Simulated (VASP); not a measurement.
A run of VASP 6.6.1 is set up as follows.

The input INCAR:

```
SYSTEM = Ni
PREC = Accurate ; ENCUT = 520
EDIFF = 1E-6 ; ISMEAR = -1
SIGMA = 0.1 ; LREAL = .False.
LASPH = .True. ; NELM = 80
ALGO = Normal ; ISIF = 2
LWAVE = .False. ; LCHARG = .False.
GGA = PE ; NBANDS = 17
```

The input KPOINTS:

```
regular mesh
0
Gamma
  6 6 6
  0 0 0
```

File POSCAR:

```
Ni
1.0
    0.0000000000      2.5484878774      2.5484878774
    2.5484878774      0.0000000000      2.5484878774
    2.5484878774      2.5484878774      0.0000000000
Ni
2
Direct
    0.1250000000      0.1250000000      0.1250000000
    0.8750000000      0.8750000000      0.8750000000
```

Potentials or basis: VASP PAW PBE potentials, release 64 (Ni).

The run is started by

```console
$ cat potpaw_PBE.64/Ni/POTCAR > POTCAR
$ mpirun -np 1 vasp_std > vasp.out
```

Q: Predict the pressure.

A: 0.0 GPa.

Q: Predict the band gap on the k mesh.

A: Zero (band 10 reaches 4.57 eV, above the bottom of band 11 at 4.32 eV).

Caveat: the run has no spin polarisation, though such a crystal can be magnetic. Spin polarisation is off, so any magnetic state and its effect on volume and gap are missing.
